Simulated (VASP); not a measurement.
# C (R3m) in VASP: notebook, part 2 of 2

VASP 6.6.1. Earlier steps stand in the parts before.

### Step 3. Single point, r2SCAN (the distance across one plane changed)

The input, POSCAR:

```
C
1.0
   -2.5113391176      0.0000000000      0.0000000000
   -1.2556695588     -2.1748834734      0.0000000000
    1.2556695588      0.7249611578     12.3359979276
C
10
Direct
   -0.0115988393     -0.0115988393      0.5646034821
    0.9468128362      0.9468128362      0.4398385086
    0.0586803962      0.0586803962      0.7754411886
    0.8765336007      0.8765336007      0.2290008021
    0.1543421190      0.1543421190      0.0624263571
    0.8349142562      0.8349142562      0.1041427685
    0.3357286830      0.3357286830      0.6065860491
    0.5994853139      0.5994853139      0.3978559416
    0.3780239849      0.3780239849      0.7334719548
    0.5571900120      0.5571900120      0.2709700359
```

The input, INCAR.step1:

```
SYSTEM = C
PREC     = Accurate       ! precision mode
ENCUT    = 520            ! plane-wave cutoff, eV
ISMEAR   = 0              ! smearing method
SIGMA    = 0.05           ! smearing width, eV
LREAL    = .FALSE.        ! projectors in reciprocal space
LASPH    = .TRUE.         ! aspherical terms in the spheres
NELM     = 80             ! most SCF steps
ISYM     = 0            
NBANDS   = 31             ! bands
GGA      = PE             ! functional
ALGO     = Normal         ! electronic algorithm
EDIFF    = 1E-4           ! SCF threshold, eV
LWAVE    = .TRUE.         ! write WAVECAR
LCHARG   = .FALSE.        ! write CHGCAR
```

The input, INCAR.step2:

```
SYSTEM = C
PREC     = Accurate       ! precision mode
ENCUT    = 520            ! plane-wave cutoff, eV
EDIFF    = 1E-6           ! SCF threshold, eV
ISMEAR   = 0              ! smearing method
SIGMA    = 0.05           ! smearing width, eV
LREAL    = .FALSE.        ! projectors in reciprocal space
LASPH    = .TRUE.         ! aspherical terms in the spheres
NELM     = 80             ! most SCF steps
ALGO     = Normal         ! electronic algorithm
ISIF     = 2              ! what is computed and relaxed
LWAVE    = .FALSE.        ! write WAVECAR
LCHARG   = .FALSE.        ! write CHGCAR
METAGGA  = R2SCAN         ! meta-GGA
LMIXTAU  = .TRUE.       
ISYM     = 0            
NBANDS   = 31             ! bands
ISTART   = 1
```

The input, KPOINTS:

```
Automatic mesh
0
G
  10 10 3
  0 0 0
```

Potentials or basis: VASP PAW PBE potentials, release 64 (C).

Launch:

```console
$ cat potpaw_PBE.64/C/POTCAR > POTCAR
$ cp INCAR.step1 INCAR
$ mpirun -np 1 vasp_std > vasp.out
$ cp INCAR.step2 INCAR
$ mpirun -np 1 vasp_std > vasp.out
```

OUTCAR:

```text
SYSTEM = C
   PREC = Accurate
   ENCUT = 520
   EDIFF = 1E-6
   ISMEAR = 0
   LREAL = .FALSE.
   LASPH = .TRUE.
   NELM = 80
   ISIF = 2
   METAGGA = R2SCAN
   ISYM = 0
   ISTART = 1

 ion  position               nearest neighbor table
   1  0.988  0.988  0.565-   2 1.54   7 1.54   7 1.54   7 1.54
   2  0.947  0.947  0.440-   1 1.54   8 1.54   8 1.54   8 1.54
   3  0.059  0.059  0.775-   9 1.54   9 1.54   9 1.54
   4  0.877  0.877  0.229-  10 1.54  10 1.54  10 1.54   6 1.54
   5  0.154  0.154  0.062-   6 1.54   6 1.54   6 1.54
   6  0.835  0.835  0.104-   5 1.54   5 1.54   5 1.54   4 1.54
   7  0.336  0.336  0.607-   1 1.54   1 1.54   1 1.54   9 1.57
   8  0.599  0.599  0.398-   2 1.54   2 1.54   2 1.54  10 1.57
   9  0.378  0.378  0.733-   3 1.54   3 1.54   3 1.54   7 1.57
  10  0.557  0.557  0.271-   4 1.54   4 1.54   4 1.54   8 1.57

IMPORTANT INFORMATION: All symmetrisations will be switched off!
NOSYMM: (Re-)initialisation of all symmetry stuff for point group C_1.

----------------------------------------------------------------------------------------
[... 191 lines left out ...]
      4     -11.7138      2.00000
      5     -10.3713      2.00000
      6      -5.8139      2.00000
[... 805 lines left out ...]
     30      18.4612      0.00000
     31      19.0669      0.00000

 [... further k-points ...]

------------------------ aborting loop because EDIFF is reached ----------------------------------------

  FORCE on cell =-STRESS in cart. coord.  units (eV):
  Direction    XX          YY          ZZ          XY          YZ          ZX
  --------------------------------------------------------------------------------------
  -------------------------------------------------------------------------------------
  Total       -0.4678215     -0.4731925     -4.5661748      0.0046512      0.0003056      0.0005292
  in kB      -11.1243629    -11.2520790   -108.5794082      0.1106022      0.0072665      0.0125839
  external PRESSURE =     -43.6519500 kB  Pullay stress =       0.0000000 kB

 VOLUME and BASIS-vectors are now :
 -----------------------------------------------------------------------------
  energy-cutoff  :      520.00
  volume of cell :       67.38
      direct lattice vectors                 reciprocal lattice vectors
    -2.511339118  0.000000000  0.000000000    -0.398193933  0.229897374  0.027021189
    -1.255669559 -2.174883473  0.000000000     0.000000000 -0.459794749  0.027021189
     1.255669559  0.724961158 12.335997928     0.000000000  0.000000000  0.081063567

 POSITION                                       TOTAL-FORCE (eV/Angst)
 -----------------------------------------------------------------------------------
     -3.01436     -1.74034      6.96495         0.000280      0.000162      0.333640
     -3.01436     -1.74034      5.42585         0.000052      0.000030     -0.193235
      0.75265      0.43454      9.56584        -0.001600     -0.000924     -2.517582
     -3.01436     -1.74034      2.82495        -0.000339     -0.000196      0.843871
     -0.50302     -0.29042      0.77009         0.001014      0.000586      2.751087
     -3.01436     -1.74034      1.28470        -0.000795     -0.000459     -4.374464
     -0.50302     -0.29042      7.48284        -0.000306     -0.000177     -0.889315
     -1.75869     -1.01538      4.90795        -0.000053     -0.000031      0.184023
     -0.50302     -0.29042      9.04811         0.001887      0.001090      4.182006
     -1.75869     -1.01538      3.34269        -0.000141     -0.000081     -0.320032
 -----------------------------------------------------------------------------------
    total drift:                               -0.000168     -0.000096     -0.002858

  FREE ENERGIE OF THE ION-ELECTRON SYSTEM (eV)
  ---------------------------------------------------
  free  energy   TOTEN  =       -93.3670977805 eV

  energy  without entropy=      -93.3651829295  energy(sigma->0) =      -93.36614036
```

Run time: 21 min. Hardware: 1 thread of Intel Xeon Platinum 8259CL at 2.50GHz (Skylake/Cascade Lake), shared host; peak memory 0.33 GiB.

Results:

* Free energy: -93.3671 eV
* Pressure: -4.4 GPa
* Largest force: 4.374 eV/Å
* Band gap on the k mesh: zero (bands 20 and 21 overlap by 0.12 eV)

Forces in eV/Å, atoms in the order of the input:
```
C    0.000  0.000  0.334
C    0.000  0.000 -0.193
C   -0.002 -0.001 -2.518
C    0.000  0.000  0.844
C    0.001  0.001  2.751
C   -0.001  0.000 -4.374
C    0.000  0.000 -0.889
C    0.000  0.000  0.184
C    0.002  0.001  4.182
C    0.000  0.000 -0.320
```

Levels at points of the mesh, in eV from the Fermi level:
```csv
k point,band 17,band 18,band 19,band 20,band 21,band 22,band 23,band 24
"(0.00, 0.00, 0.00)",-0.92,-0.53,-0.53,0.10,0.32,5.42,5.42,6.46
"(0.50, 0.00, 0.00)",-5.09,-4.18,-3.75,-0.58,-0.02,4.48,5.31,6.28
"(0.00, 0.50, 0.00)",-5.09,-4.18,-3.75,-0.58,-0.02,4.48,5.31,6.28
"(0.50, 0.50, 0.00)",-5.08,-4.18,-3.75,-0.65,0.05,4.48,5.31,6.30
```

Caveat: the cell differs from its parent crystal (the distance across one plane changed); the cell stands under tension; the PAW data sets were made with another functional, which shifts forces and pressure a little.
